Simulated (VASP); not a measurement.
# Mg (I4/mmm) in VASP: further runs

The runs below take Mg through single point, with PBEsol.

All numbers are computed with VASP 6.6.1; they aren't measurements. Logs are shortened: lines on timing, memory, paths and dates and some standing lists are left out, and cuts for length are marked.

## (1) The cell of the first run

It takes space group I4/mmm (No. 139, tetragonal). The conventional cell has a = 3.644 Å, b = 3.644 Å, c = 2.989 Å, α = 90.00°, β = 90.00°, γ = 90.00°. Mg (site symmetry 4/mmm) has 14 Mg at 2.98 to 3.64 Å within 3.9 Å.

## (2) Single point, PBEsol

The input, INCAR:

```
  ALGO = Normal
  EDIFF = 1E-6
  ENCUT = 520
  GGA = PS
  ISIF = 2
  ISMEAR = 0
  LASPH = True
  LCHARG = False
  LREAL = False
  LWAVE = False
  NBANDS = 7
  NELM = 60
  PREC = Accurate
  SIGMA = 0.15
```

The input, KPOINTS:

```
k-points
0
Gamma
  18 18 18
```

The input, POSCAR:

```
Mg
1.0
   -1.8219578674      1.8219578674      1.4943000000
    1.8219578674     -1.8219578674      1.4943000000
    1.8219578674      1.8219578674     -1.4943000000
Mg
1
Direct
    0.0000000000      0.0000000000      0.0000000000
```

Potentials or basis: VASP PAW PBE potentials, release 64 (Mg).

Command:

```
cat potpaw_PBE.64/Mg/POTCAR > POTCAR
mpirun -np 1 vasp_std > vasp.out
```

OUTCAR:

```text
EDIFF = 1E-6
   ENCUT = 520
   GGA = PS
   ISIF = 2
   ISMEAR = 0
   LASPH = True
   LREAL = False
   NELM = 60
   PREC = Accurate

 ion  position               nearest neighbor table
   1  0.000  0.000  0.000-

  LATTYP: Found a body centered tetragonal cell.
 ALAT       =     3.6439157348
 C/A-ratio  =     0.8201616661

  Lattice vectors:

 A1 = (  -1.8219578674,   1.8219578674,   1.4943000000)
 A2 = (   1.8219578674,  -1.8219578674,   1.4943000000)
 A3 = (   1.8219578674,   1.8219578674,  -1.4943000000)

Analysis of symmetry for initial positions (statically):
=====================================================================
 Subroutine PRICEL returns:
 Original cell was already a primitive cell.

 Routine SETGRP: Setting up the symmetry group for a
 body centered tetragonal supercell.

 Subroutine GETGRP returns: Found 16 space group operations
 (whereof 16 operations were pure point group operations)
 out of a pool of 16 trial point group operations.

The static configuration has the point symmetry D_4h.

Analysis of symmetry for dynamics (positions and initial velocities):
=====================================================================
 Subroutine PRICEL returns:
 Original cell was already a primitive cell.

 Routine SETGRP: Setting up the symmetry group for a
 body centered tetragonal supercell.

 Subroutine GETGRP returns: Found 16 space group operations
 (whereof 16 operations were pure point group operations)
 out of a pool of 16 trial point group operations.

The dynamic configuration has the point symmetry D_4h.

 Subroutine INISYM returns: Found 16 space group operations
 (whereof 16 operations are pure point group operations),
 and found     1 'primitive' translations

----------------------------------------------------------------------------------------

                                     Primitive cell

  volume of cell :      19.8415

  direct lattice vectors                    reciprocal lattice vectors
    -1.821957867  1.821957867  1.494300000     0.000000000  0.274430056  0.334604832
     1.821957867 -1.821957867  1.494300000     0.274430056  0.000000000  0.334604832
     1.821957867  1.821957867 -1.494300000     0.274430056  0.274430056  0.000000000

  length of vectors
     2.978589168  2.978589168  2.978589168     0.432749638  0.432749638  0.388102707

  position of ions in fractional coordinates (direct lattice)
     0.000000000  0.000000000  0.000000000

  ion indices of the primitive-cell ions
   primitive index   ion index
                 1           1

----------------------------------------------------------------------------------------

 KPOINTS: k-points

Automatic generation of k-mesh.
 Grid dimensions read from file:
 generate k-points for:   18   18   18

 Generating k-lattice:

  Cartesian coordinates                     Fractional coordinates (reciprocal lattice)
     0.000000000  0.015246114  0.018589157     0.055555556 -0.000000000  0.000000000
     0.015246114  0.000000000  0.018589157    -0.000000000  0.055555556  0.000000000
     0.015246114  0.015246114  0.000000000     0.000000000  0.000000000  0.055555556

  Length of vectors
     0.024041647  0.024041647  0.021561262

  Shift w.r.t. Gamma in fractional coordinates (k-lattice)
     0.000000000  0.000000000  0.000000000

 Subroutine IBZKPT returns following result:
 ===========================================

 Found    480 irreducible k-points:

 Following reciprocal coordinates:
            Coordinates               Weight
  0.000000  0.000000  0.000000      1.000000
  0.055556  0.000000 -0.000000      8.000000
  0.111111  0.000000 -0.000000      8.000000
  0.166667  0.000000  0.000000      8.000000
  0.222222 -0.000000  0.000000      8.000000
  0.277778  0.000000  0.000000      8.000000
[... 16 lines left out ...]
 -0.277778  0.055556  0.000000     16.000000
 -0.222222  0.055556 -0.000000     16.000000
 [... further k-points ...]
   k-points           NKPTS =    480   k-points in BZ     NKDIM =    480   number of bands    NBANDS=      7
   number of dos      NEDOS =    301   number of ions     NIONS =      1
   total plane-waves  NPLWV =  13824
   dimension x,y,z NGX =    24 NGY =   24 NGZ =   24
   dimension x,y,z NGXF=    48 NGYF=   48 NGZF=   48
   ions per type =               1
   NGX,Y,Z   is equivalent  to a cutoff of  13.40, 13.40, 13.40 a.u.
   NGXF,Y,Z  is equivalent  to a cutoff of  26.79, 26.79, 26.79 a.u.
 SYSTEM =  unknown system
   PREC   = accura    normal or accurate (medium, high low for compatibility)
   ISTART =      0    job   : 0-new  1-cont  2-samecut
   ICHARG =      2    charge: 1-file 2-atom 10-const
   ISPIN  =      1    spin polarized calculation?
   LNONCOLLINEAR =      F non collinear calculations
   LSORBIT =      F    spin-orbit coupling
   LASPH  =      T    aspherical Exc in radial PAW
   ENCUT  =  520.0 eV  38.22 Ry    6.18 a.u.   5.54  5.54  5.54*2*pi/ulx,y,z
   NELM   =     60;   NELMIN=  2; NELMDL= -5     # of ELM steps
   EDIFF  = 0.1E-05   stopping-criterion for ELM
   LREAL  =      F    real-space projection
   EDIFFG = 0.1E-04   stopping-criterion for IOM
   NSW    =      0    number of steps for IOM
   IBRION =     -1    ionic relax: 0-MD 1-quasi-New 2-CG
   NFREE  =      0    steps in history (QN), initial steepest desc. (CG)
   ISIF   =      2    stress and relaxation
   ISYM   =      2    0-nonsym 1-usesym 2-fastsym
   POTIM  = 0.5000    time-step for ionic-motion
   TEBEG  =    0.0;   TEEND  =   0.0 temperature during run
   PSTRESS=    0.0 pullay stress
   NELECT =       2.0000    total number of electrons
   NUPDOWN=      -1.0000    fix difference up-down
   EMIN   =  10.00;   EMAX   =-10.00  energy-range for DOS
   EFERMI =   0.00;   METHOD = LEGACY
   ISMEAR =     0;   SIGMA  =   0.15  broadening in eV -4-tet -1-fermi 0-gaus
   EFERMI_NEDOS =   21; number of points for ismear=-14 and -15
   IALGO  =     38    algorithm
   IMIX   =      4    mixing-type and parameters
     AMIX     =   0.40;   BMIX     =  1.00
     AMIX_MAG =   1.60;   BMIX_MAG =  1.00
  volume/ion in A,a.u.               =      19.84       133.90
  Fermi-wavevector in a.u.,A,eV,Ry     =   0.761892  1.439767  7.897900  0.580479
  Thomas-Fermi vector in A             =   1.861232
   LORBIT       =      0    0 simple, 1 ext, 2 COOP (PROOUT), +10 PAW based schemes
   GGA     = PS    functional components
   LHFCALC =     F    Hartree Fock is set to
   AEXX    =    0.0000 exact exchange contribution
   IVDW    =     0    specifies the selected vdW correction
   LEPSILON=     F    determine dielectric tensor
   LRPA    =     F    only Hartree local field effects (RPA)
 non-spin polarized calculation
 Gauss-broadening in eV      SIGMA  =   0.15
  energy-cutoff  :      520.00
  volume of cell :       19.84
 maximum number of plane-waves:       549
 NGX is ok and might be reduce to    24
   NGX = 11   NGY = 11   NGZ = 11

 number of electron       2.0000000 magnetization

 Free energy of the ion-electron system (eV)
  ---------------------------------------------------
  ext. energy  EPLUGINS =         0.00000000
  ---------------------------------------------------
  free energy    TOTEN  =        -1.62512118 eV

  energy without entropy =       -1.61969418  energy(sigma->0) =       -1.62240768

 E-fermi :   3.3811     XC(G=0):  -9.0028

 val. band max:        3.3747051685   @ k =  -0.4444   0.5000   0.2222
 cond. band min:       3.3811232580   @ k =   0.3333   0.3333   0.0000
 fundamental gap:      0.0064180895
 Fermi energy:         3.3811000148

 k-point     1 :       0.0000    0.0000    0.0000
  band No.  band energies     occupation
      1      -4.1863      2.00000
      2      14.7551      0.00000
      3      17.3057      0.00000
      4      17.5749      0.00000
      5      17.5749      0.00000
      6      19.4993      0.00000
      7      19.4993      0.00000

 k-point     2 :       0.0556    0.0000   -0.0000
  band No.  band energies     occupation
      1      -4.0990      2.00000
      2      14.4400      0.00000
      3      16.4181      0.00000
      4      18.0269      0.00000
      5      18.3545      0.00000
      6      18.6315      0.00000
      7      18.8916      0.00000

 k-point     3 :       0.1111    0.0000   -0.0000
  band No.  band energies     occupation
      1      -3.8377      2.00000
      2      13.8172      0.00000
      3      15.2500      0.00000
      4      16.8715      0.00000
      5      17.7131      0.00000
      6      19.1340      0.00000
      7      19.1425      0.00000

 k-point     4 :       0.1667    0.0000    0.0000
  band No.  band energies     occupation
      1      -3.4041      2.00000
      2      13.1876      0.00000
      3      13.5869      0.00000
      4      15.6065      0.00000
      5      16.5763      0.00000
      6      18.8987      0.00000
      7      20.4969      0.00000

 k-point     5 :       0.2222   -0.0000    0.0000
  band No.  band energies     occupation
      1      -2.8011      2.00000
      2      11.6012      0.00000
      3      12.6428      0.00000
      4      14.8268      0.00000
      5      15.5488      0.00000
      6      18.1302      0.00000
      7      21.0867      0.00000
[... 161 lines left out ...]
 k-point    22 :      -0.3333    0.0556    0.0000
  band No.  band energies     occupation
      1      -1.6233      2.00000
      2       8.8178      0.00000
      3      11.0815      0.00000
      4      14.0809      0.00000
      5      14.7157      0.00000
      6      18.0041      0.00000
      7      22.8483      0.00000

 k-point    23 :      -0.2778    0.0556    0.0000
  band No.  band energies     occupation
      1      -2.4565      2.00000
      2      10.6232      0.00000
      3      11.6170      0.00000
      4      14.5310      0.00000
      5      15.5341      0.00000
      6      18.7623      0.00000
      7      22.1743      0.00000

 k-point    24 :      -0.2222    0.0556   -0.0000
  band No.  band energies     occupation
      1      -3.1262      2.00000
      2      11.7224      0.00000
      3      13.0273      0.00000
      4      15.1813      0.00000
      5      16.4998      0.00000
      6      19.5140      0.00000
      7      21.1555      0.00000

 [... further k-points ...]

------------------------ aborting loop because EDIFF is reached ----------------------------------------

  FORCE on cell =-STRESS in cart. coord.  units (eV):
  Direction    XX          YY          ZZ          XY          YZ          ZX
  --------------------------------------------------------------------------------------
  -------------------------------------------------------------------------------------
  Total        0.6031669      0.6031669      1.3141791      0.0000000      0.0000000      0.0000000
  in kB       48.7050087     48.7050087    106.1184024      0.0000000      0.0000000      0.0000000
  external PRESSURE =      67.8428066 kB  Pullay stress =       0.0000000 kB

 VOLUME and BASIS-vectors are now :
 -----------------------------------------------------------------------------
  energy-cutoff  :      520.00
  volume of cell :       19.84
      direct lattice vectors                 reciprocal lattice vectors
    -1.821957867  1.821957867  1.494300000     0.000000000  0.274430056  0.334604832
     1.821957867 -1.821957867  1.494300000     0.274430056  0.000000000  0.334604832
     1.821957867  1.821957867 -1.494300000     0.274430056  0.274430056  0.000000000

 POSITION                                       TOTAL-FORCE (eV/Angst)
 -----------------------------------------------------------------------------------
      0.00000      0.00000      0.00000        -0.000000      0.000000      0.000000
 -----------------------------------------------------------------------------------
    total drift:                                0.000000      0.000000      0.000000

  FREE ENERGIE OF THE ION-ELECTRON SYSTEM (eV)
  ---------------------------------------------------
  free  energy   TOTEN  =        -1.6251211765 eV

  energy  without entropy=       -1.6196941752  energy(sigma->0) =       -1.62240768
```

It took 29 s on 1 thread of Intel Xeon Platinum 8259CL at 2.50GHz (Skylake/Cascade Lake), shared host; peak memory 0.19 GiB.

Results:

```
Free energy            : -1.6251 eV
Pressure               : 6.8 GPa
Band gap on the k mesh : zero (bands 1 and 2 overlap by 4.74 eV)
```

Stress tensor (GPa, compression positive):
```
 4.87  0.00  0.00
 0.00  4.87  0.00
 0.00  0.00 10.61
```

Caveat: the cell stands under pressure; the PAW data sets were made with another functional, which shifts forces and pressure a little.

## (3) Single point, PBEsol

This run uses another cell than the first one, of 20.65 Å³/atom.

The input, INCAR:

```
  PREC = Accurate
  ENCUT = 520
  EDIFF = 1E-6
  ISMEAR = 0
  SIGMA = 0.15
  LREAL = F
  LASPH = T
  NELM = 80
  ALGO = Normal
  ISIF = 2
  LWAVE = F
  LCHARG = F
  GGA = PS
  NBANDS = 7
```

The input, KPOINTS:

```
regular mesh
0
Gamma
  18 18 18
```

The input, POSCAR:

```
Mg
1.0
   -1.7794500000      1.7794500000      1.6301500000
    1.7794500000     -1.7794500000      1.6301500000
    1.7794500000      1.7794500000     -1.6301500000
Mg
1
Direct
    0.0000000000      0.0000000000      0.0000000000
```

Potentials or basis: VASP PAW PBE potentials, release 64 (Mg).

Command:

```
cat potpaw_PBE.64/Mg/POTCAR > POTCAR
mpirun -np 1 vasp_std > vasp.out
```

Run time: 26 s. Hardware: 1 thread of Intel Xeon Platinum 8259CL at 2.50GHz (Skylake/Cascade Lake), shared host; peak memory 0.19 GiB.

The run converged. Its results:

| Item | Value |
| --- | --- |
| Free energy | -1.6758 eV |
| Pressure | 3.8 GPa |
| Band gap on the k mesh | zero (bands 1 and 2 overlap by 4.78 eV) |

Stress tensor (GPa, compression positive):
```
3.54 0.00 0.00
0.00 3.54 0.00
0.00 0.00 4.27
```

Levels at points of the mesh, in eV from the Fermi level:
| k point | band 1 | band 2 | band 3 | band 4 | band 5 |
| --- | --- | --- | --- | --- | --- |
| (0.00, 0.00, 0.00) | -7.41 | 12.53 | 14.47 | 14.47 | 14.85 |
| (0.50, 0.00, 0.00) | -1.47 | -0.65 | 8.51 | 9.71 | 10.38 |
| (0.50, 0.50, 0.00) | -1.91 | -1.31 | 10.20 | 11.35 | 12.18 |
| (0.50, 0.50, 0.50) | 3.48 | 3.48 | 3.59 | 4.27 | 5.75 |

Caveat: the cell stands under pressure; the PAW data sets were made with another functional, which shifts forces and pressure a little.
